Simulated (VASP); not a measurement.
Input of a VASP 6.6.1 run:

The input INCAR:

```
ALGO     = Fast           # electronic algorithm
EDIFF    = 1E-6           # SCF threshold, eV
ENCUT    = 520            # plane-wave cutoff, eV
GGA      = PE             # functional
ISIF     = 2              # what is computed and relaxed
ISMEAR   = 0              # smearing method
ISPIN    = 2              # spin polarisation
LASPH    = True           # aspherical terms in the spheres
LCHARG   = True           # write CHGCAR
LELF     = True           # ELF
LMAXMIX  = 4              # l up to which the mixer works
LORBIT   = 11             # projections on sites
LREAL    = False          # projectors in reciprocal space
LVHAR    = True         
LWAVE    = False          # write WAVECAR
MAGMOM   = 3.5 3.5 0 0 0 0 # initial moments
NBANDS   = 36             # bands
NELM     = 150            # most SCF steps
PREC     = Accurate       # precision mode
SIGMA    = 0.1            # smearing width, eV
```

File KPOINTS:

```
k-points
0
Gamma
  12 12 12
```

The input POSCAR:

```
VN2
1.0
   -2.3473132432      2.3473132432      2.7190416592
    2.3473132432     -2.3473132432      2.7190416592
    2.3473132432      2.3473132432     -2.7190416592
V N
2 4
Direct
    0.2500000000      0.2500000000      0.0000000000
    0.7500000000      0.7500000000      0.0000000000
    0.1151000000      0.6151000000      0.7302000000
    0.6151000000      0.8849000000      0.5000000000
    0.8849000000      0.3849000000      0.2698000000
    0.3849000000      0.1151000000      0.5000000000
```

Potentials or basis: VASP PAW PBE potentials, release 64 (V_sv, N).

Launch:

```console
$ cat potpaw_PBE.64/V_sv/POTCAR potpaw_PBE.64/N/POTCAR > POTCAR
$ mpirun -np 1 vasp_std > vasp.out
```

(1) Predict the net moment.

(2) Estimate the largest force.

(3) What does it give for the site moments?

## Answers

(1) 0.57 μB per cell.

(2) 1.606 eV/Å.

(3) V +0.33; N -0.03 μB.

Caveat: the cell stands under tension; forces of over 1 eV/Å act on the atoms, so gaps and moduli don't describe the material at rest.
